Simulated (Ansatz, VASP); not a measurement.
**One calculation of Pd, two programs**

Contents of INCAR:

```
SYSTEM = Pd
  PREC = Accurate
  ENCUT = 520
  EDIFF = 1E-6
  ISMEAR = 0
  SIGMA = 0.2
  LREAL = .FALSE.
  LASPH = .TRUE.
  NELM = 150
  ALGO = Normal
  ISIF = 2
  LWAVE = .FALSE.
  LCHARG = .FALSE.
  ISPIN = 2
  MAGMOM = 0.288
  LORBIT = 11
  LMAXMIX = 4
  GGA = PE
  NBANDS = 15
```

Contents of KPOINTS:

```
Automatic mesh
0
G
  14 14 14
  0 0 0
```

File POSCAR:

```
Pd
1.0
    0.0000000000      1.9737080107      1.9737080107
    1.9737080107      0.0000000000      1.9737080107
    1.9737080107      1.9737080107      0.0000000000
Pd
1
Direct
    0.0000000000      0.0000000000      0.0000000000
```

Input for Ansatz:

```yaml
crystal:
  lattice:
    - [0.0, 1.9737080107, 1.9737080107]
    - [1.9737080107, 0.0, 1.9737080107]
    - [1.9737080107, 1.9737080107, 0.0]
  atoms:
    - { symbol: Pd, position: [0.0, 0.0, 0.0], spin: 0.288 }
hamiltonian:
  xc: pbe
  pseudopotentials:
    kind: paw
    azcp:
      Pd: "pseudopotentials/Pd.paw.azcp"
basis:
  ecutwfc: 420
  fft_grid_basis: typed
kpoints:
  mp_grid: { grid: [14, 14, 14], shift: [0, 0, 0] }
magnetization:
  spin_polarized: true
scf:
  occupations: { method: gaussian, width: 0.2 }
  lower_state_search: "off"
output:
  stress: true
  write_density: true
  write_potential: true
  elf: true
  volumetric_format: npy
```

Alike in both runs: task single point; functional PBE; k mesh 14 × 14 × 14; occupations gaussian, width 0.2 eV; collinear spin.

|  | VASP | Ansatz |
| --- | --- | --- |
| version | VASP 6.6.1 | Ansatz 0.2.0 |
| potentials or method | VASP PAW PBE potentials, release 64 (Pd), cutoff 520 eV | plane waves (420 eV) with PAW, scalar-relativistic |
| valence electrons in the cell | 10 | 18 |

```tsv
	VASP	Ansatz	Ansatz less VASP
pressure (GPa)	-0.4	-0.2	+0.27
net moment per atom (μB)	0.14	0.13	-0.011
size of the moment on the site where the two differ most (μB)	0.14	0.13	-0.008
```

Site moments also hang on the region over which each program counts them. VASP's potentials hold 10 valence electrons a cell and Ansatz's 18, so a difference there can come from the potentials and not from the codes.
